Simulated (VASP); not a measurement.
Wanted: the native input for a VASP 6.6.1 run.

| Property | Result |
| --- | --- |
| Task | single point |
| Functional | r2SCAN |
| Potentials or basis | VASP PAW PBE potentials, release 64 (Al, Co) |
| Cutoff | 520 eV |
| k mesh | 12 × 12 × 12 |
| Occupations | gaussian, width 0.1 eV |
| Spin | collinear spin, ferromagnetic start |
| Starting moments | [0.0, 1.78, 1.78, 1.78] μB |
| Dipole correction | no |
| Further INCAR settings | ALGO = Normal; EDIFF = 1e-06; NBANDS = 27 |

Crystal: AlCo3.

```xyz
4
Lattice="3.6219 0.0000 0.0000 0.0000 3.6219 0.0000 0.0000 0.0000 3.6219" Properties=species:S:1:pos:R:3 pbc="T T T"
Al    0.0000    0.0000    0.0000
Co    1.8110    1.8110    0.0000
Co    1.8110    0.0000    1.8110
Co    0.0000    1.8110    1.8110
```

This cell differs from its parent crystal: volume scaled by 1.03.

One way to write it, as run:

POSCAR

```
AlCo3
1.0
    3.6219006126      0.0000000000      0.0000000000
    0.0000000000      3.6219006126      0.0000000000
    0.0000000000      0.0000000000      3.6219006126
Al Co
1 3
Direct
    0.0000000000      0.0000000000      0.0000000000
    0.5000000000      0.5000000000      0.0000000000
    0.5000000000      0.0000000000      0.5000000000
    0.0000000000      0.5000000000      0.5000000000
```

INCAR.step1

```
  PREC = Accurate
  ENCUT = 520
  ISMEAR = 0
  SIGMA = 0.1
  LREAL = False
  LASPH = True
  NELM = 150
  ISPIN = 2
  MAGMOM = 0 1.78 1.78 1.78
  LMAXMIX = 4
  NBANDS = 27
  GGA = PE
  ALGO = Normal
  EDIFF = 1E-4
  LWAVE = True
  LCHARG = False
```

INCAR.step2

```
  PREC = Accurate
  ENCUT = 520
  EDIFF = 1E-6
  ISMEAR = 0
  SIGMA = 0.1
  LREAL = False
  LASPH = True
  NELM = 150
  ALGO = Normal
  ISIF = 2
  LWAVE = False
  LCHARG = False
  ISPIN = 2
  MAGMOM = 0 1.78 1.78 1.78
  LORBIT = 11
  LMAXMIX = 4
  METAGGA = R2SCAN
  LMIXTAU = True
  NBANDS = 27
  ISTART = 1
```

KPOINTS

```
Automatic mesh
0
Gamma
  12 12 12
```

Potentials or basis: VASP PAW PBE potentials, release 64 (Al, Co).

The run is started by

```bash
$ cat potpaw_PBE.64/Al/POTCAR potpaw_PBE.64/Co/POTCAR > POTCAR
$ cp INCAR.step1 INCAR
$ mpirun -np 1 vasp_std > vasp.out
$ cp INCAR.step2 INCAR
$ mpirun -np 1 vasp_std > vasp.out
```

It gave:

```json
{
 "Pressure": "-4.4 GPa",
 "Net moment": "4.68 μB per cell",
 "Site moments": "Al -0.03; Co +1.64 μB",
 "Valence electrons inside the program's atomic spheres": "Al 0.82; Co 8.24"
}
```

Caveat: the PAW data sets were made with another functional, which shifts forces and pressure a little.

Wall time 5.1 min on 1 thread of Intel(R) Xeon(R) 6975P-C (Granite Rapids), with other jobs on the host, peak memory 0.29 GiB.
